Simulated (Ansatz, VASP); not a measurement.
# KCdCO3F: VASP beside Ansatz

```xyz
7
Lattice="5.1324 0.0000 0.0000 -2.5662 4.4448 0.0000 0.0000 0.0000 4.4324" Properties=species:S:1:pos:R:3 pbc="T T T"
K     0.0000    0.0000    0.0000
Cd    2.5662    1.4816    2.2162
C     0.0000    2.9632    2.2162
O     0.0000    1.7112    2.2162
O    -1.0842    3.5892    2.2162
O     1.0842    3.5892    2.2162
F     2.5662    1.4816    0.0000
```

Alike in both runs: task single point; functional PBE; k mesh 6 × 6 × 4; occupations gaussian, width 0.1 eV; no spin polarisation.

```csv
,VASP,Ansatz
version,VASP 6.6.1,Ansatz 0.2.0
potentials or method,"VASP PAW PBE potentials, release 64 (K_sv, Cd_sv_GW, C, O, F), cutoff 700 eV","scalar-relativistic, plane waves, PAW"
valence electrons in the cell,58,58
```

```tsv
	VASP	Ansatz	Ansatz less VASP
gap on the k mesh at the Fermi level (eV)	1.71	1.71	+0.001
least direct gap on the mesh (eV)	1.72	1.72	+0.001
pressure (GPa)	6.5	6.1	-0.39
traceless stress, the component that is largest in VASP (GPa)	-5.77	-5.14	+0.629
rms of the force components (eV/Å)	1.300	1.177	-0.1232
```

Atom by atom the forces differ by 0.123 eV/Å (rms over components).

Noted on VASP's run: the standard files for N, O and F lose accuracy on very short bonds.
